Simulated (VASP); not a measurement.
P: single point with BLYP

Crystal: P.

```
P
1.0
     0.00000    2.10991    2.10991
     2.10991    0.00000    2.10991
     2.10991    2.10991    0.00000
P
1
Cartesian
  0.0000 0.0000 0.0000
```

This cell differs from its parent crystal: volume scaled by 1.12.

* Program: VASP 6.6.1
* Task: single point
* Functional: BLYP
* Potentials or basis: VASP PAW PBE potentials, release 64 (P)
* Cutoff: 520 eV
* k mesh: 15 × 15 × 15
* Occupations: fermi-dirac, width 0.1 eV
* Spin: no spin polarisation

| Property | Result |
| --- | --- |
| Pressure | -6.1 GPa |

Levels at points of the mesh, in eV from the Fermi level:
```
           k point  band 1  band 2  band 3  band 4  band 5
(0.00, 0.00, 0.00)  -13.92    4.55    4.55    4.55   11.02
```

Run time: 13 s on 1 thread of Intel(R) Xeon(R) Platinum 8259CL CPU @ 2.50GHz (Skylake/Cascade Lake), with other jobs on the host, peak memory 0.13 GiB.

Caveat: the PAW data sets were made with another functional, which shifts forces and pressure a little.
